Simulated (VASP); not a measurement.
# Ca (Fm-3m) in VASP: settings compared

The runs below take Ca through single point, with PBE+D3(BJ), LDA.

All numbers are computed with VASP 6.6.1; they aren't measurements. Logs are shortened: lines on timing, memory, paths and dates and some standing lists are left out, and cuts for length are marked.

## Step 1: The cell of the first run

It takes space group Fm-3m (No. 225, cubic). The conventional cell has a = 5.588 Å, b = 5.588 Å, c = 5.588 Å, α = 90.00°, β = 90.00°, γ = 90.00°. Ca (site symmetry m-3m) has 12 Ca at 3.95 Å within 5.2 Å.

## Step 2: Single point, PBE+D3(BJ)

File INCAR:

```
SYSTEM = Ca
  PREC = Accurate
  ENCUT = 500
  EDIFF = 1E-6
  ISMEAR = -1
  SIGMA = 0.025
  LREAL = .False.
  LASPH = .True.
  NELM = 120
  ALGO = Normal
  ISIF = 2
  LWAVE = .False.
  LCHARG = .True.
  GGA = PE
  IVDW = 12
  LELF = .True.
  LVHAR = .True.
  NBANDS = 11
  GGA_COMPAT = .False.
```

File KPOINTS:

```
Automatic mesh
0
Gamma
  5 5 5
  0 0 0
```

File POSCAR:

```
Ca
1.0
    0.0000000000      2.7942000000      2.7942000000
    2.7942000000      0.0000000000      2.7942000000
    2.7942000000      2.7942000000      0.0000000000
Ca
1
Direct
    0.0000000000      0.0000000000      0.0000000000
```

Potentials or basis: VASP PAW PBE potentials, release 64 (Ca_sv).

Run with:

```
cat potpaw_PBE.64/Ca_sv/POTCAR > POTCAR
mpirun -np 1 vasp_std > vasp.out
```

OUTCAR:

```text
SYSTEM = Ca
   PREC = Accurate
   ENCUT = 500
   EDIFF = 1E-6
   ISMEAR = -1
   LREAL = .False.
   LASPH = .True.
   NELM = 120
   ISIF = 2
   GGA = PE
   IVDW = 12
 IVDW          = 12

 ion  position               nearest neighbor table
   1  0.000  0.000  0.000-

  LATTYP: Found a face centered cubic cell.
 ALAT       =     5.5884000000

  Lattice vectors:

 A1 = (   0.0000000000,   2.7942000000,   2.7942000000)
 A2 = (   2.7942000000,   0.0000000000,   2.7942000000)
 A3 = (   2.7942000000,   2.7942000000,   0.0000000000)

Analysis of symmetry for initial positions (statically):
=====================================================================
 Subroutine PRICEL returns:
 Original cell was already a primitive cell.

 Routine SETGRP: Setting up the symmetry group for a
 face centered cubic supercell.

 Subroutine GETGRP returns: Found 48 space group operations
 (whereof 48 operations were pure point group operations)
 out of a pool of 48 trial point group operations.

The static configuration has the point symmetry O_h .

Analysis of symmetry for dynamics (positions and initial velocities):
=====================================================================
 Subroutine PRICEL returns:
 Original cell was already a primitive cell.

 Routine SETGRP: Setting up the symmetry group for a
 face centered cubic supercell.

 Subroutine GETGRP returns: Found 48 space group operations
 (whereof 48 operations were pure point group operations)
 out of a pool of 48 trial point group operations.

The dynamic configuration has the point symmetry O_h .

 Subroutine INISYM returns: Found 48 space group operations
 (whereof 48 operations are pure point group operations),
 and found     1 'primitive' translations

----------------------------------------------------------------------------------------

                                     Primitive cell

  volume of cell :      43.6317

  direct lattice vectors                    reciprocal lattice vectors
     0.000000000  2.794200000  2.794200000    -0.178942094  0.178942094  0.178942094
     2.794200000  0.000000000  2.794200000     0.178942094 -0.178942094  0.178942094
     2.794200000  2.794200000  0.000000000     0.178942094  0.178942094 -0.178942094

  length of vectors
     3.951595536  3.951595536  3.951595536     0.309936799  0.309936799  0.309936799

  position of ions in fractional coordinates (direct lattice)
     0.000000000  0.000000000  0.000000000

[... 66 lines left out ...]
   ISIF   =      2    stress and relaxation
   ISYM   =      2    0-nonsym 1-usesym 2-fastsym
   POTIM  = 0.5000    time-step for ionic-motion
   TEBEG  =    0.0;   TEEND  =   0.0 temperature during run
   PSTRESS=    0.0 pullay stress
   NELECT =      10.0000    total number of electrons
   NUPDOWN=      -1.0000    fix difference up-down
   EMIN   =  10.00;   EMAX   =-10.00  energy-range for DOS
   EFERMI =   0.00;   METHOD = LEGACY
   ISMEAR =    -1;   SIGMA  =   0.03  broadening in eV -4-tet -1-fermi 0-gaus
   EFERMI_NEDOS =   21; number of points for ismear=-14 and -15
   IALGO  =     38    algorithm
   IMIX   =      4    mixing-type and parameters
     AMIX     =   0.40;   BMIX     =  1.00
     AMIX_MAG =   1.60;   BMIX_MAG =  1.00
  volume/ion in A,a.u.               =      43.63       294.44
  Fermi-wavevector in a.u.,A,eV,Ry     =   1.001861  1.893242 13.656506  1.003725
  Thomas-Fermi vector in A             =   2.134310
   LORBIT       =      0    0 simple, 1 ext, 2 COOP (PROOUT), +10 PAW based schemes
   GGA     = PE    functional components
   LHFCALC =     F    Hartree Fock is set to
   AEXX    =    0.0000 exact exchange contribution
   IVDW    =    12    specifies the selected vdW correction
   LEPSILON=     F    determine dielectric tensor
   LRPA    =     F    only Hartree local field effects (RPA)
 non-spin polarized calculation
  energy-cutoff  :      500.00
  volume of cell :       43.63
 maximum number of plane-waves:      1122
 NGX is ok and might be reduce to    30
   NGX = 15   NGY = 15   NGZ = 15

 number of electron      10.0000000 magnetization

 number of electron       9.9999997 magnetization

 Free energy of the ion-electron system (eV)
  ---------------------------------------------------
  ext. energy  EPLUGINS =         0.00000000
  ---------------------------------------------------
  free energy    TOTEN  =        -1.92305401 eV

  energy without entropy =       -1.92103475  energy(sigma->0) =       -1.92204438

 E-fermi :   1.8256     XC(G=0):  -7.6273

 val. band max:        1.7510666798   @ k =  -0.4000   0.4000   0.0000
 cond. band min:       1.9181203613   @ k =  -0.4000   0.2000   0.0000
 fundamental gap:      0.1670536814
 Fermi energy:         1.8256163151

 k-point     1 :       0.0000    0.0000    0.0000
  band No.  band energies     occupation
      1     -40.2255      2.00000
      2     -21.1488      2.00000
      3     -21.1488      2.00000
      4     -21.1488      2.00000
      5      -2.1330      2.00000
      6       4.1436      0.00000
      7       4.1436      0.00000
      8       4.1436      0.00000
      9       5.1733      0.00000
     10       5.1733      0.00000
     11      10.8083      0.00000
[... 113 lines left out ...]
 k-point    10 :      -0.4000    0.4000    0.2000
  band No.  band energies     occupation
      1     -40.2110      2.00000
      2     -21.2414      2.00000
      3     -21.2132      2.00000
      4     -21.1861      2.00000
      5       1.4033      2.00000
      6       2.5578      0.00000
      7       2.7676      0.00000
      8       4.6541      0.00000
      9       5.6459      0.00000
     10       6.2406      0.00000
     11       7.3614      0.00000

------------------------ aborting loop because EDIFF is reached ----------------------------------------

 Edisp (eV)   -0.22242

 E8    (eV) :    -0.1124

  FORCE on cell =-STRESS in cart. coord.  units (eV):
  Direction    XX          YY          ZZ          XY          YZ          ZX
  --------------------------------------------------------------------------------------
  -------------------------------------------------------------------------------------
  Total      -0.43025    -0.43025    -0.43025     0.00000    -0.00000     0.00000
  in kB     -15.79909   -15.79909   -15.79909     0.00000    -0.00000     0.00000
  external pressure =      -15.80 kB  Pullay stress =        0.00 kB

 VOLUME and BASIS-vectors are now :
 -----------------------------------------------------------------------------
  energy-cutoff  :      500.00
  volume of cell :       43.63
      direct lattice vectors                 reciprocal lattice vectors
     0.000000000  2.794200000  2.794200000    -0.178942094  0.178942094  0.178942094
     2.794200000  0.000000000  2.794200000     0.178942094 -0.178942094  0.178942094
     2.794200000  2.794200000  0.000000000     0.178942094  0.178942094 -0.178942094

 POSITION                                       TOTAL-FORCE (eV/Angst)
 -----------------------------------------------------------------------------------
      0.00000      0.00000      0.00000        -0.000000     -0.000000     -0.000000
 -----------------------------------------------------------------------------------
    total drift:                               -0.000000     -0.000000      0.000000

  FREE ENERGIE OF THE ION-ELECTRON SYSTEM (eV)
  ---------------------------------------------------
  free  energy   TOTEN  =        -2.1454775619 eV

  energy  without entropy=       -2.1434583024  energy(sigma->0) =       -2.14446793
```

stdout:

```text
POSCAR found type information on POSCAR Ca
 POSCAR found :  1 types and       1 ions
 scaLAPACK will be used
 LDA part: xc-table for (Slater+PW92), standard interpolation
 POSCAR, INCAR and KPOINTS ok, starting setup
 FFT: planning ... GRIDC
 FFT: planning ... GRID_SOFT
 FFT: planning ... GRID
 WAVECAR not read
 entering main loop
```

It took 7 s on 1 thread of Intel Xeon Platinum 8259CL at 2.50GHz (Skylake/Cascade Lake), shared host; peak memory 0.17 GiB.

The run converged, but its numbers aren't listed here, since they failed a check.

Caveat: the k points lie up to 0.39 Å⁻¹ apart; the mesh shows a gap though the element is a metal; three body term missing.

## Step 3: Single point, LDA

This run uses another cell than the first one, of 41.01 Å³/atom.

File INCAR:

```
SYSTEM = Ca
PREC     = Accurate       ! precision mode
ENCUT    = 520            ! plane-wave cutoff, eV
EDIFF    = 1E-6           ! SCF threshold, eV
ISMEAR   = -1             ! smearing method
SIGMA    = 0.05           ! smearing width, eV
LREAL    = .False.        ! projectors in reciprocal space
LASPH    = .True.         ! aspherical terms in the spheres
NELM     = 100            ! most SCF steps
ALGO     = Normal         ! electronic algorithm
ISIF     = 2              ! what is computed and relaxed
LWAVE    = .False.        ! write WAVECAR
LCHARG   = .False.        ! write CHGCAR
GGA      = CA             ! functional
NBANDS   = 11             ! bands
```

File KPOINTS:

```
regular mesh
0
Gamma
  8 8 8
  0 0 0
```

File POSCAR:

```
Ca
1.0
    0.0000000000      2.7371595050      2.7371595050
    2.7371595050      0.0000000000      2.7371595050
    2.7371595050      2.7371595050      0.0000000000
Ca
1
Direct
    0.0000000000      0.0000000000      0.0000000000
```

Potentials or basis: VASP PAW LDA potentials, release 64 (Ca_sv).

Run with:

```
cat potpaw_LDA.64/Ca_sv/POTCAR > POTCAR
mpirun -np 1 vasp_std > vasp.out
```

OUTCAR:

```text
SYSTEM = Ca
   PREC = Accurate
   ENCUT = 520
   EDIFF = 1E-6
   ISMEAR = -1
   LREAL = .False.
   LASPH = .True.
   NELM = 100
   ISIF = 2
   GGA = CA

 ion  position               nearest neighbor table
   1  0.000  0.000  0.000-

  LATTYP: Found a face centered cubic cell.
 ALAT       =     5.4743190100

  Lattice vectors:

 A1 = (   0.0000000000,   2.7371595050,   2.7371595050)
 A2 = (   2.7371595050,   0.0000000000,   2.7371595050)
 A3 = (   2.7371595050,   2.7371595050,   0.0000000000)

Analysis of symmetry for initial positions (statically):
=====================================================================
 Subroutine PRICEL returns:
 Original cell was already a primitive cell.

 Routine SETGRP: Setting up the symmetry group for a
 face centered cubic supercell.

 Subroutine GETGRP returns: Found 48 space group operations
 (whereof 48 operations were pure point group operations)
 out of a pool of 48 trial point group operations.

The static configuration has the point symmetry O_h .

Analysis of symmetry for dynamics (positions and initial velocities):
=====================================================================
 Subroutine PRICEL returns:
 Original cell was already a primitive cell.

 Routine SETGRP: Setting up the symmetry group for a
 face centered cubic supercell.

 Subroutine GETGRP returns: Found 48 space group operations
 (whereof 48 operations were pure point group operations)
 out of a pool of 48 trial point group operations.

The dynamic configuration has the point symmetry O_h .

 Subroutine INISYM returns: Found 48 space group operations
 (whereof 48 operations are pure point group operations),
 and found     1 'primitive' translations

----------------------------------------------------------------------------------------

                                     Primitive cell

  volume of cell :      41.0138

  direct lattice vectors                    reciprocal lattice vectors
     0.000000000  2.737159505  2.737159505    -0.182671123  0.182671123  0.182671123
     2.737159505  0.000000000  2.737159505     0.182671123 -0.182671123  0.182671123
     2.737159505  2.737159505  0.000000000     0.182671123  0.182671123 -0.182671123

  length of vectors
     3.870928094  3.870928094  3.870928094     0.316395666  0.316395666  0.316395666

  position of ions in fractional coordinates (direct lattice)
     0.000000000  0.000000000  0.000000000

  ion indices of the primitive-cell ions
   primitive index   ion index
                 1           1

----------------------------------------------------------------------------------------

 KPOINTS: regular mesh

Automatic generation of k-mesh.
 Grid dimensions read from file:
 generate k-points for:    8    8    8

 Generating k-lattice:

  Cartesian coordinates                     Fractional coordinates (reciprocal lattice)
    -0.022833890  0.022833890  0.022833890     0.125000000  0.000000000  0.000000000
     0.022833890 -0.022833890  0.022833890     0.000000000  0.125000000  0.000000000
     0.022833890  0.022833890 -0.022833890     0.000000000  0.000000000  0.125000000

  Length of vectors
     0.039549458  0.039549458  0.039549458

  Shift w.r.t. Gamma in fractional coordinates (k-lattice)
     0.000000000  0.000000000  0.000000000

 Subroutine IBZKPT returns following result:
 ===========================================

 Found     29 irreducible k-points:

 Following reciprocal coordinates:
            Coordinates               Weight
  0.000000  0.000000  0.000000      1.000000
  0.125000  0.000000  0.000000      8.000000
  0.250000  0.000000  0.000000      8.000000
  0.375000  0.000000  0.000000      8.000000
  0.500000  0.000000  0.000000      4.000000
  0.125000  0.125000  0.000000      6.000000
[... 16 lines left out ...]
  0.500000  0.250000  0.125000     48.000000
 -0.375000  0.250000  0.125000     24.000000
 [... further k-points ...]
   k-points           NKPTS =     29   k-points in BZ     NKDIM =     29   number of bands    NBANDS=     11
   number of dos      NEDOS =    301   number of ions     NIONS =      1
   total plane-waves  NPLWV =  27000
   dimension x,y,z NGX =    30 NGY =   30 NGZ =   30
   dimension x,y,z NGXF=    60 NGYF=   60 NGZF=   60
   ions per type =               1
   NGX,Y,Z   is equivalent  to a cutoff of  12.88, 12.88, 12.88 a.u.
   NGXF,Y,Z  is equivalent  to a cutoff of  25.77, 25.77, 25.77 a.u.
 SYSTEM =  Ca
   PREC   = accura    normal or accurate (medium, high low for compatibility)
   ISTART =      0    job   : 0-new  1-cont  2-samecut
   ICHARG =      2    charge: 1-file 2-atom 10-const
   ISPIN  =      1    spin polarized calculation?
   LNONCOLLINEAR =      F non collinear calculations
   LSORBIT =      F    spin-orbit coupling
   LASPH  =      T    aspherical Exc in radial PAW
   ENCUT  =  520.0 eV  38.22 Ry    6.18 a.u.   7.20  7.20  7.20*2*pi/ulx,y,z
   NELM   =    100;   NELMIN=  2; NELMDL= -5     # of ELM steps
   EDIFF  = 0.1E-05   stopping-criterion for ELM
   LREAL  =      F    real-space projection
   EDIFFG = 0.1E-04   stopping-criterion for IOM
   NSW    =      0    number of steps for IOM
   IBRION =     -1    ionic relax: 0-MD 1-quasi-New 2-CG
   NFREE  =      0    steps in history (QN), initial steepest desc. (CG)
   ISIF   =      2    stress and relaxation
   ISYM   =      2    0-nonsym 1-usesym 2-fastsym
   POTIM  = 0.5000    time-step for ionic-motion
   TEBEG  =    0.0;   TEEND  =   0.0 temperature during run
   PSTRESS=    0.0 pullay stress
   NELECT =      10.0000    total number of electrons
   NUPDOWN=      -1.0000    fix difference up-down
   EMIN   =  10.00;   EMAX   =-10.00  energy-range for DOS
   EFERMI =   0.00;   METHOD = LEGACY
   ISMEAR =    -1;   SIGMA  =   0.05  broadening in eV -4-tet -1-fermi 0-gaus
   EFERMI_NEDOS =   21; number of points for ismear=-14 and -15
   IALGO  =     38    algorithm
   IMIX   =      4    mixing-type and parameters
     AMIX     =   0.40;   BMIX     =  1.00
     AMIX_MAG =   1.60;   BMIX_MAG =  1.00
  volume/ion in A,a.u.               =      41.01       276.77
  Fermi-wavevector in a.u.,A,eV,Ry     =   1.022739  1.932696 14.231621  1.045995
  Thomas-Fermi vector in A             =   2.156434
   LORBIT       =      0    0 simple, 1 ext, 2 COOP (PROOUT), +10 PAW based schemes
   GGA     = CA    functional components
   LHFCALC =     F    Hartree Fock is set to
   AEXX    =    0.0000 exact exchange contribution
   IVDW    =     0    specifies the selected vdW correction
   LEPSILON=     F    determine dielectric tensor
   LRPA    =     F    only Hartree local field effects (RPA)
 non-spin polarized calculation
  energy-cutoff  :      520.00
  volume of cell :       41.01
 maximum number of plane-waves:      1124
 NGX is ok and might be reduce to    30
   NGX = 15   NGY = 15   NGZ = 15

 number of electron      10.0000002 magnetization

 Free energy of the ion-electron system (eV)
  ---------------------------------------------------
  ext. energy  EPLUGINS =         0.00000000
  ---------------------------------------------------
  free energy    TOTEN  =        -2.19980397 eV

  energy without entropy =       -2.18891048  energy(sigma->0) =       -2.19435723

 E-fermi :   1.8664     XC(G=0):  -8.0561

 val. band max:        1.8560952376   @ k =  -0.3750   0.2500   0.1250
 cond. band min:       1.8946487920   @ k =  -0.3750   0.3750   0.0000
 fundamental gap:      0.0385535544
 Fermi energy:         1.8664425885

 k-point     1 :       0.0000    0.0000    0.0000
  band No.  band energies     occupation
      1     -39.6000      2.00000
      2     -20.8049      2.00000
      3     -20.8049      2.00000
      4     -20.8049      2.00000
      5      -2.1744      2.00000
      6       4.1467      0.00000
      7       4.1467      0.00000
      8       4.1467      0.00000
      9       5.2487      0.00000
     10       5.2487      0.00000
     11      11.2265      0.00000

 k-point     2 :       0.1250    0.0000    0.0000
  band No.  band energies     occupation
      1     -39.5975      2.00000
      2     -20.8288      2.00000
      3     -20.8082      2.00000
      4     -20.8082      2.00000
      5      -1.9014      2.00000
      6       3.8767      0.00000
      7       4.2409      0.00000
      8       4.2409      0.00000
      9       5.1760      0.00000
     10       5.1760      0.00000
     11      11.3591      0.00000
[... 295 lines left out ...]
 k-point    24 :      -0.3750    0.2500    0.1250
  band No.  band energies     occupation
      1     -39.5805      2.00000
      2     -20.9432      2.00000
      3     -20.8686      2.00000
      4     -20.8404      2.00000
      5       1.5312      1.99755
      6       1.8561      1.10311
      7       3.3341      0.00000
      8       4.4745      0.00000
      9       5.7964      0.00000
     10       6.4059      0.00000
     11       6.8673      0.00000

 [... further k-points ...]
[... 5 lines left out ...]
  --------------------------------------------------------------------------------------
  -------------------------------------------------------------------------------------
  Total       -0.3399248     -0.3399248     -0.3399248      0.0000000     -0.0000000      0.0000000
  in kB      -13.2789326    -13.2789326    -13.2789326      0.0000000     -0.0000000      0.0000000
  external PRESSURE =     -13.2789326 kB  Pullay stress =       0.0000000 kB

 VOLUME and BASIS-vectors are now :
 -----------------------------------------------------------------------------
  energy-cutoff  :      520.00
  volume of cell :       41.01
      direct lattice vectors                 reciprocal lattice vectors
     0.000000000  2.737159505  2.737159505    -0.182671123  0.182671123  0.182671123
     2.737159505  0.000000000  2.737159505     0.182671123 -0.182671123  0.182671123
     2.737159505  2.737159505  0.000000000     0.182671123  0.182671123 -0.182671123

 POSITION                                       TOTAL-FORCE (eV/Angst)
 -----------------------------------------------------------------------------------
      0.00000      0.00000      0.00000        -0.000000      0.000000      0.000000
 -----------------------------------------------------------------------------------
    total drift:                               -0.000000     -0.000000     -0.000000

  FREE ENERGIE OF THE ION-ELECTRON SYSTEM (eV)
  ---------------------------------------------------
  free  energy   TOTEN  =        -2.1998039741 eV

  energy  without entropy=       -2.1889104831  energy(sigma->0) =       -2.19435723
```

Run time: 14 s. Hardware: 1 thread of AMD EPYC 7R13, shared host; peak memory 0.12 GiB.

Results:

```yaml
Free_energy: -2.1998 eV
Pressure: -1.3 GPa
Band_gap_on_the_k_mesh: zero (bands 5 and 6 overlap by 0.24 eV)
```

(Continued in part 2 of 2.)
